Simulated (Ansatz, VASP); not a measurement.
One calculation of AgI, two programs

Contents of POSCAR:

```
AgI
1.0
    0.0000000000      3.2886328091      3.2886328091
    3.2886328091      0.0000000000      3.2886328091
    3.2886328091      3.2886328091      0.0000000000
Ag I
1 1
Direct
    0.0000000000      0.0000000000      0.0000000000
    0.2500000000      0.2500000000      0.2500000000
```

INCAR.step1

```
  PREC = Accurate
  ENCUT = 400
  EDIFF = 1E-5
  ISMEAR = 0
  SIGMA = 0.01
  LREAL = False
  LASPH = True
  NELM = 120
  ALGO = Normal
  ISIF = 2
  LWAVE = True
  NBANDS = 16
  GGA = PE
  GGA_COMPAT = False
```

File INCAR.step2:

```
  PREC = Accurate
  ENCUT = 400
  EDIFF = 1E-6
  ISMEAR = 0
  SIGMA = 0.01
  LREAL = False
  LASPH = True
  NELM = 120
  ALGO = Normal
  ISIF = 2
  LWAVE = False
  LCHARG = True
  GGA = PE
  LHFCALC = True
  AEXX = 0.35
  HFSCREEN = 0.3
  PRECFOCK = Normal
  LELF = True
  LVHAR = True
  NBANDS = 16
  ISTART = 1
  GGA_COMPAT = False
```

KPOINTS

```
Automatic mesh
0
Gamma
  4 4 4
```

Input for Ansatz:

```yaml
crystal:
  lattice:
    - [0.0, 3.2886328091, 3.2886328091]
    - [3.2886328091, 0.0, 3.2886328091]
    - [3.2886328091, 3.2886328091, 0.0]
  atoms:
    - { symbol: Ag, position: [0.0, 0.0, 0.0] }
    - { symbol: I, position: [0.25, 0.25, 0.25] }
kpoints:
  mp_grid: { grid: [4, 4, 4] }
hamiltonian:
  xc: { exchange: pbe, correlation: pbe, exx: { coeff: 0.35, omega: 0.3 } }
scf:
  occupations: { method: fixed }
  n_extra_bands: 4
output:
  forces: true
  stress: true
  eigenvalues: true
```

Alike in both runs: task single point; functional PBE-based screened hybrid; k mesh 4 × 4 × 4; no spin polarisation.

|  | VASP | Ansatz |
| --- | --- | --- |
| version | VASP 6.6.1 | Ansatz 0.2.0 |
| potentials or method | VASP PAW PBE potentials, release 64 (Ag, I) | plane waves |
| plane-wave cutoff (eV) | 400 | 420 |
| occupations | gaussian, width 0.01 eV | fixed |
| valence electrons in the cell | 18 | 36 |

|  | VASP | Ansatz | Ansatz less VASP |
| --- | --- | --- | --- |
| gap on the k mesh at the Fermi level (eV) | 2.66 | 2.70 | +0.035 |
| pressure (GPa) | 0.4 | 0.6 | +0.22 |

VASP's potentials were made for PBE, not for PBE-based screened hybrid. VASP's potentials hold 18 valence electrons a cell and Ansatz's 36, so a difference there can come from the potentials and not from the codes. Ansatz's warnings: stress exchange threshold loose, stress scf threshold loose.

Neither program's run includes spin-orbit coupling.
